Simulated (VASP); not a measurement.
# HC12 (a cell with a defect) in VASP: further runs

The runs below take HC12 (a cell with a defect) through single point, with LDA.

Everything below comes from runs of VASP 6.6.1. Logs are shortened: lines on timing, memory, paths and dates and some standing lists are left out, and cuts for length are marked.

## Step 1: The cell of the first run

The cell holds a defect, 13 atoms: a = 4.325 Å, b = 4.325 Å, c = 4.325 Å, α = 80.41°, β = 70.53°, γ = 60.00°.

## Step 2: Single point, LDA

The input, INCAR:

```
PREC = Accurate
ENCUT = 520
EDIFF = 1E-6
ISMEAR = 0
SIGMA = 0.05
LREAL = F
LASPH = T
NELM = 60
ALGO = Normal
ISIF = 2
LWAVE = F
LCHARG = F
NELECT = 48.0
NBANDS = 36
```

The input, KPOINTS:

```
regular mesh
0
Gamma
  6 6 6
```

The input, POSCAR:

```
HC12
1.0
    1.7657489870     -3.5314979740     -1.7657489870
    3.5314979740     -1.7657489870      1.7657489870
   -1.7657489870     -3.5314979740      1.7657489870
C H
12 1
Direct
    0.2500000000      1.0000000000      0.2500000000
    0.0833333333      0.3333333333      0.7500000000
    0.9166666667      0.6666666667      0.2500000000
    0.7500000000      1.0000000000      0.7500000000
    0.5833333333      0.3333333333      0.2500000000
    0.4166666667      0.6666666667      0.7500000000
    0.9583333333      0.3333333333      0.1250000000
    0.7916666667      0.6666666667      0.6250000000
    0.6250000000      1.0000000000      0.1250000000
    0.4583333333      0.3333333333      0.6250000000
    0.2916666667      0.6666666667      0.1250000000
    0.1250000000      1.0000000000      0.6250000000
    1.1388888889      0.1388888889      0.5000000000
```

Potentials or basis: VASP PAW LDA potentials, release 64 (C, H).

Launch:

```
> cat potpaw_LDA.64/C/POTCAR potpaw_LDA.64/H/POTCAR > POTCAR
> mpirun -np 1 vasp_std > vasp.out
```

OUTCAR:

```text
PREC = Accurate
   ENCUT = 520
   EDIFF = 1E-6
   ISMEAR = 0
   LREAL = F
   LASPH = T
   NELM = 60
   ISIF = 2
   NELECT = 48.0

 ion  position               nearest neighbor table
   1  0.250  0.000  0.250-  13 1.16  11 1.53   7 1.53  12 1.53   9 1.53
   2  0.083  0.333  0.750-  13 1.36  12 1.53  10 1.53   7 1.53   8 1.53
   3  0.917  0.667  0.250-   8 1.53   9 1.53  11 1.53   7 1.53
   4  0.750  0.000  0.750-   8 1.53   9 1.53  10 1.53  12 1.53
   5  0.583  0.333  0.250-   9 1.53   7 1.53  10 1.53  11 1.53
   6  0.417  0.667  0.750-   8 1.53  11 1.53  12 1.53  10 1.53
   7  0.958  0.333  0.125-   1 1.53   2 1.53   5 1.53   3 1.53
   8  0.792  0.667  0.625-   4 1.53   3 1.53   2 1.53   6 1.53
   9  0.625  0.000  0.125-   5 1.53   3 1.53   4 1.53   1 1.53
  10  0.458  0.333  0.625-   2 1.53   4 1.53   5 1.53   6 1.53
  11  0.292  0.667  0.125-   1 1.53   3 1.53   5 1.53   6 1.53
  12  0.125  0.000  0.625-  13 0.75   2 1.53   4 1.53   6 1.53   1 1.53
  13  0.139  0.139  0.500-  12 0.75   1 1.16   2 1.36

  LATTYP: Found a base centered monoclinic cell.
 ALAT       =     4.3251840320
 B/A-ratio  =     1.7320508076
 C/A-ratio  =     1.0000000000
 COS(beta)  =    -0.3333333333

  Lattice vectors:

 A1 = (   1.7657489870,   1.7657489870,   3.5314979740)
 A2 = (  -3.5314979740,   1.7657489870,  -1.7657489870)
 A3 = (  -1.7657489870,  -3.5314979740,   1.7657489870)

Analysis of symmetry for initial positions (statically):
=====================================================================
 Subroutine PRICEL returns:
 Original cell was already a primitive cell.

 Routine SETGRP: Setting up the symmetry group for a
 base centered monoclinic supercell.

 Subroutine GETGRP returns: Found  1 space group operations
 (whereof  1 operations were pure point group operations)
 out of a pool of  4 trial point group operations.

The static configuration has the point symmetry C_1 .

Analysis of symmetry for dynamics (positions and initial velocities):
=====================================================================
 Subroutine PRICEL returns:
 Original cell was already a primitive cell.

 Routine SETGRP: Setting up the symmetry group for a
 base centered monoclinic supercell.

 Subroutine GETGRP returns: Found  1 space group operations
[... 128 lines left out ...]
   NSW    =      0    number of steps for IOM
   IBRION =     -1    ionic relax: 0-MD 1-quasi-New 2-CG
   NFREE  =      0    steps in history (QN), initial steepest desc. (CG)
   ISIF   =      2    stress and relaxation
   ISYM   =      2    0-nonsym 1-usesym 2-fastsym
   POTIM  = 0.5000    time-step for ionic-motion
   TEBEG  =    0.0;   TEEND  =   0.0 temperature during run
   PSTRESS=    0.0 pullay stress
   NELECT =      48.0000    total number of electrons
   NUPDOWN=      -1.0000    fix difference up-down
   EMIN   =  10.00;   EMAX   =-10.00  energy-range for DOS
   EFERMI =   0.00;   METHOD = LEGACY
   ISMEAR =     0;   SIGMA  =   0.05  broadening in eV -4-tet -1-fermi 0-gaus
   EFERMI_NEDOS =   21; number of points for ismear=-14 and -15
   IALGO  =     38    algorithm
   IMIX   =      4    mixing-type and parameters
     AMIX     =   0.40;   BMIX     =  1.00
     AMIX_MAG =   1.60;   BMIX_MAG =  1.00
  volume/ion in A,a.u.               =       5.08        34.29
  Fermi-wavevector in a.u.,A,eV,Ry     =   1.471745  2.781195 29.470667  2.166033
  Thomas-Fermi vector in A             =   2.586844
   LORBIT       =      0    0 simple, 1 ext, 2 COOP (PROOUT), +10 PAW based schemes
   GGA     = CA    functional components
   LHFCALC =     F    Hartree Fock is set to
   AEXX    =    0.0000 exact exchange contribution
   IVDW    =     0    specifies the selected vdW correction
   LEPSILON=     F    determine dielectric tensor
   LRPA    =     F    only Hartree local field effects (RPA)
 non-spin polarized calculation
 Gauss-broadening in eV      SIGMA  =   0.05
  energy-cutoff  :      520.00
  volume of cell :       66.06
 maximum number of plane-waves:      1807
   NGX = 17   NGY = 17   NGZ = 17

 number of electron      48.0000000 magnetization

 Free energy of the ion-electron system (eV)
  ---------------------------------------------------
  ext. energy  EPLUGINS =         0.00000000
  ---------------------------------------------------
  free energy    TOTEN  =      -126.91184179 eV

  energy without entropy =     -126.91184179  energy(sigma->0) =     -126.91184179

 E-fermi :  10.6113     XC(G=0): -13.6271

 val. band max:       10.2965070398   @ k =   0.0000   0.0000   0.0000
 cond. band min:      13.7527619135   @ k =  -0.3333   0.3333   0.3333
 fundamental gap:      3.4562548736
 Fermi energy:        10.6113283034

 k-point     1 :       0.0000    0.0000    0.0000
  band No.  band energies     occupation
      1     -12.7707      2.00000
      2      -8.1233      2.00000
      3      -5.4335      2.00000
      4      -3.9217      2.00000
      5      -3.5093      2.00000
      6      -3.3558      2.00000
[... 925 lines left out ...]
     35      19.6357      0.00000
     36      20.7065      0.00000

 [... further k-points ...]
[... 5 lines left out ...]
  --------------------------------------------------------------------------------------
  -------------------------------------------------------------------------------------
  Total       13.9542094     -6.7423074     -7.4015189      5.3200826     -3.4588041     -0.5172583
  in kB      338.4134973   -163.5125111   -179.4995204    129.0211219    -83.8819292    -12.5444003
  external PRESSURE =      -1.5328448 kB  Pullay stress =       0.0000000 kB

 VOLUME and BASIS-vectors are now :
 -----------------------------------------------------------------------------
  energy-cutoff  :      520.00
  volume of cell :       66.06
      direct lattice vectors                 reciprocal lattice vectors
     1.765748987 -3.531497974 -1.765748987     0.047194326 -0.141582978 -0.235971630
     3.531497974 -1.765748987  1.765748987     0.188777304  0.000000000  0.188777304
    -1.765748987 -3.531497974  1.765748987    -0.141582978 -0.141582978  0.141582978

 POSITION                                       TOTAL-FORCE (eV/Angst)
 -----------------------------------------------------------------------------------
      0.00000     -1.76575      0.00000         1.897203      4.021475     -4.584969
     -0.00000     -3.53150      1.76575         0.828935     -2.658604      2.171538
      3.53150     -5.29725     -0.00000         0.264436      0.103671     -0.077143
      0.00000     -5.29725      0.00000        -0.105048      0.384196      0.330926
      1.76575     -3.53150      0.00000         0.157872      0.061384     -0.063256
      1.76575     -5.29725      1.76575         0.437382     -0.468529     -0.206981
      2.64862     -4.41437     -0.88287        -0.233061      0.467212      0.184859
      2.64862     -6.18012      0.88287         0.067627      0.177041     -0.019270
      0.88287     -2.64862     -0.88287         0.058570     -0.555492     -0.145699
      0.88287     -4.41437      0.88287         0.059774      0.142064     -0.133496
      2.64862     -2.64862      0.88287        -0.471339     -0.029920      0.415101
     -0.88287     -2.64862      0.88287       -37.037792     -7.327145      0.813320
     -0.14715     -2.50148      0.88287        34.075440      5.682646      1.315071
 -----------------------------------------------------------------------------------
    total drift:                                0.000026     -0.000114     -0.000174

  FREE ENERGIE OF THE ION-ELECTRON SYSTEM (eV)
  ---------------------------------------------------
  free  energy   TOTEN  =      -126.9118417865 eV

  energy  without entropy=     -126.9118417865  energy(sigma->0) =     -126.91184179
```

stdout:

```text
POSCAR found type information on POSCAR C H
 POSCAR found :  2 types and      13 ions
 scaLAPACK will be used
 LDA part: xc-table for (Slater(with rela. corr.)+CA(PZ))
 , standard interpolation
 POSCAR, INCAR and KPOINTS ok, starting setup
 FFT: planning ... GRIDC
 FFT: planning ... GRID_SOFT
 FFT: planning ... GRID
 WAVECAR not read
 entering main loop
 the old and the new charge density differ
 old charge density:    49.00000 new   48.00000
    0.157E+01
```

It took 2.1 min on 1 thread of Intel Xeon Platinum 8488C (Sapphire Rapids), shared host; peak memory 0.28 GiB.

Results:

| Item | Value |
| --- | --- |
| Free energy | -126.9118 eV |
| Largest force | 37.764 eV/Å |

Forces in eV/Å, atoms in the order of the input:
```
C     1.897   4.021  -4.585
C     0.829  -2.659   2.172
C     0.264   0.104  -0.077
C    -0.105   0.384   0.331
C     0.158   0.061  -0.063
C     0.437  -0.469  -0.207
C    -0.233   0.467   0.185
C     0.068   0.177  -0.019
C     0.059  -0.555  -0.146
C     0.060   0.142  -0.133
C    -0.471  -0.030   0.415
C   -37.038  -7.327   0.813
H    34.075   5.683   1.315
```

Caveat: the cell carries a net charge on a neutralising background, which shifts energy and pressure; the cell is charged against a uniform background, so pressure and absolute levels hang on convention.

## Step 3: Single point, LDA

The input, INCAR:

```
SYSTEM = HC12
ALGO = Normal
EDIFF = 1E-6
ENCUT = 520
ISIF = 2
ISMEAR = 0
LASPH = .TRUE.
LCHARG = .TRUE.
LELF = .TRUE.
LREAL = .FALSE.
LVHAR = .TRUE.
LWAVE = .FALSE.
NBANDS = 36
NELECT = 48.0
NELM = 60
PREC = Accurate
SIGMA = 0.05
```

The input, KPOINTS:

```
k-points
0
G
  6 6 6
  0 0 0
```

POSCAR, as its differences from that of step 2:

```diff
@@ -20,2 +20,2 @@
     0.1250000000      1.0000000000      0.6250000000
-    1.1388888889      0.1388888889      0.5000000000
+    1.0694444444      0.1944444444      0.3750000000
```

Potentials or basis: VASP PAW LDA potentials, release 64 (C, H).

Launch:

```
> cat potpaw_LDA.64/C/POTCAR potpaw_LDA.64/H/POTCAR > POTCAR
> mpirun -np 1 vasp_std > vasp.out
```

It took 1.7 min on 1 thread of Intel Xeon Platinum 8488C (Sapphire Rapids), shared host; peak memory 0.27 GiB.

The run converged. Its results:

```yaml
Free_energy: -130.4172 eV
Largest_force: 15.251 eV/Å
```

Forces on the atoms (eV/Å):
```
C    -1.822   1.843 -15.029
C     0.138  -0.734  -0.187
C     0.356  -0.158   0.360
C    -0.155   0.421   0.051
C    -0.138  -0.113   0.172
C     0.359  -0.024  -0.359
C     2.526   3.365   1.034
C    -0.072  -0.212   0.452
C     0.367  -0.217  -0.195
C    -0.095  -0.066   0.176
C    -0.151   0.614   0.344
C    -3.317  -2.635   1.272
H     2.004  -2.084  11.910
```

Levels at points of the mesh, in eV from the Fermi level:
```
           k point  band 22  band 23  band 24  band 25  band 26  band 27
(0.00, 0.00, 0.00)    -0.54    -0.49    -0.28     4.26     5.06     5.16
(0.50, 0.00, 0.00)    -4.40    -2.83    -2.14     4.62     5.37     6.02
(0.50, 0.50, 0.00)    -4.41    -2.90    -2.17     5.21     5.68     6.07
(0.00, 0.50, 0.00)    -3.23    -2.02    -1.56     4.08     4.30     5.94
(0.00, 0.00, 0.50)    -2.28    -1.94    -1.90     4.63     6.29     6.89
(0.50, 0.00, 0.50)    -3.76    -3.21    -3.13     3.93     4.27     5.06
(0.50, 0.50, 0.50)    -3.76    -3.21    -3.10     3.29     4.47     5.43
(0.00, 0.50, 0.50)    -4.43    -4.23    -4.13     4.12     5.43     5.77
```

Caveat: the cell carries a net charge on a neutralising background, which shifts energy and pressure; the cell is charged against a uniform background, so pressure and absolute levels hang on convention.

## Step 4: Single point, LDA

The input, INCAR:

```
PREC     = Accurate       # precision mode
ENCUT    = 520            # plane-wave cutoff, eV
EDIFF    = 1E-6           # SCF threshold, eV
ISMEAR   = 0              # smearing method
SIGMA    = 0.05           # smearing width, eV
LREAL    = F              # projectors in reciprocal space
LASPH    = T              # aspherical terms in the spheres
NELM     = 80             # most SCF steps
ALGO     = Normal         # electronic algorithm
ISIF     = 2              # what is computed and relaxed
LWAVE    = F              # write WAVECAR
LCHARG   = T              # write CHGCAR
LELF     = T              # ELF
LVHAR    = T            
NELECT   = 48.0         
NBANDS   = 36             # bands
```

The input, KPOINTS:

```
Automatic mesh
0
Gamma
  6 6 6
```

POSCAR, as its differences from that of step 3:

```diff
@@ -20,2 +20,2 @@
     0.1250000000      1.0000000000      0.6250000000
-    1.0694444444      0.1944444444      0.3750000000
+    1.3750000000      0.4166666667      0.4583333333
```

Launch:

```
> cat potpaw_LDA.64/C/POTCAR potpaw_LDA.64/H/POTCAR > POTCAR
> mpirun -np 1 vasp_std > vasp.out
```

Run time: 1.8 min. Hardware: 1 thread of Intel Xeon Platinum 8488C (Sapphire Rapids), shared host; peak memory 0.27 GiB.

Results (log left out):

```yaml
Free_energy: -128.9741 eV
Largest_force: 20.884 eV/Å
```

Forces on the atoms (eV/Å):
```
C    -0.017   0.011  -0.044
C    -1.493   0.746   1.172
C     0.091   0.134   0.010
C     0.100   0.028  -0.566
C     5.111   2.951  -9.146
C     0.193  -0.504   0.074
C     0.049  -0.888   0.167
C     0.018   0.136   0.165
C    -0.272   0.215   0.301
C   -10.711 -17.838   1.795
C     0.806   0.912   0.244
C     0.103   0.025  -0.010
H     6.024  14.072   5.840
```

Levels at points of the mesh, in eV from the Fermi level:
| k point | band 21 | band 22 | band 23 | band 24 | band 25 | band 26 | band 27 | band 28 |
| --- | --- | --- | --- | --- | --- | --- | --- | --- |
| (0.00, 0.00, 0.00) | -3.13 | -0.66 | -0.32 | -0.22 | 3.77 | 5.14 | 5.20 | 5.87 |
| (0.50, 0.00, 0.00) | -4.69 | -4.32 | -2.83 | -2.05 | 5.55 | 5.84 | 6.02 | 6.85 |
| (0.50, 0.50, 0.00) | -4.66 | -4.31 | -3.00 | -2.07 | 5.19 | 5.93 | 6.10 | 6.83 |
| (0.00, 0.50, 0.00) | -3.50 | -3.08 | -2.18 | -1.35 | 3.57 | 4.56 | 6.59 | 6.87 |
| (0.00, 0.00, 0.50) | -2.45 | -2.17 | -1.99 | -1.93 | 5.59 | 6.09 | 7.04 | 7.13 |
| (0.50, 0.00, 0.50) | -3.89 | -3.54 | -3.10 | -3.02 | 4.03 | 4.44 | 4.72 | 6.07 |
| (0.50, 0.50, 0.50) | -3.91 | -3.54 | -3.08 | -3.00 | 3.46 | 4.43 | 4.78 | 6.06 |
| (0.00, 0.50, 0.50) | -4.50 | -4.29 | -4.23 | -4.04 | 5.03 | 5.57 | 5.86 | 6.05 |

Caveat: the cell carries a net charge on a neutralising background, which shifts energy and pressure; the cell is charged against a uniform background, so pressure and absolute levels hang on convention.

## Step 5: Single point, LDA

The input, INCAR:

```
PREC = Accurate
ENCUT = 520
EDIFF = 1E-6
ISMEAR = 0
SIGMA = 0.05
LREAL = F
LASPH = T
NELM = 80
ALGO = Normal
ISIF = 2
LWAVE = F
LCHARG = F
GGA = CA
NELECT = 48.0
NBANDS = 36
```

The input, KPOINTS:

```
regular mesh
0
Gamma
  6 6 6
```

POSCAR, as its differences from that of step 4:

```diff
@@ -20,2 +20,2 @@
     0.1250000000      1.0000000000      0.6250000000
-    1.3750000000      0.4166666667      0.4583333333
+    1.0138888889      0.2222222222      0.2916666667
```

Launch:

```
> cat potpaw_LDA.64/C/POTCAR potpaw_LDA.64/H/POTCAR > POTCAR
> mpirun -np 1 vasp_std > vasp.out
```

Wall time 2.6 min (1 thread of Intel Xeon Platinum 8488C (Sapphire Rapids), shared host); peak memory 0.27 GiB.

Results (log left out):

```
Free energy   : -128.2919 eV
Largest force : 24.061 eV/Å
```

Forces in eV/Å, atoms in the order of the input:
```
C    -4.363  -4.434 -10.104
C     0.136  -0.095  -0.927
C     0.324  -0.465   0.644
C    -0.019   0.281  -0.087
C    -0.410   0.445   0.792
C     0.258   0.162  -0.230
C    16.933  17.001   1.773
C    -0.320  -0.304   0.491
C     0.686   0.299  -0.071
C    -0.157  -0.257   0.240
C     0.418   0.742   0.012
C    -1.097  -0.998   0.493
H   -12.390 -12.377   6.974
```

Levels at points of the mesh, in eV from the Fermi level:
```tsv
k point	band 22	band 23	band 24	band 25	band 26	band 27
(0.00, 0.00, 0.00)	-0.71	-0.40	-0.29	4.34	4.99	5.03
(0.50, 0.00, 0.00)	-4.43	-2.65	-2.18	3.95	5.62	6.15
(0.50, 0.50, 0.00)	-4.49	-3.18	-2.17	4.49	5.94	6.11
(0.00, 0.50, 0.00)	-3.22	-1.90	-1.70	3.71	4.41	5.69
(0.00, 0.00, 0.50)	-2.53	-1.75	-1.74	5.53	6.12	6.58
(0.50, 0.00, 0.50)	-3.73	-3.26	-3.17	3.79	4.41	5.37
(0.50, 0.50, 0.50)	-3.68	-3.22	-3.14	3.81	4.30	5.25
(0.00, 0.50, 0.50)	-4.51	-4.19	-4.13	4.16	5.29	5.86
```

Caveat: the cell carries a net charge on a neutralising background, which shifts energy and pressure; the cell is charged against a uniform background, so pressure and absolute levels hang on convention.
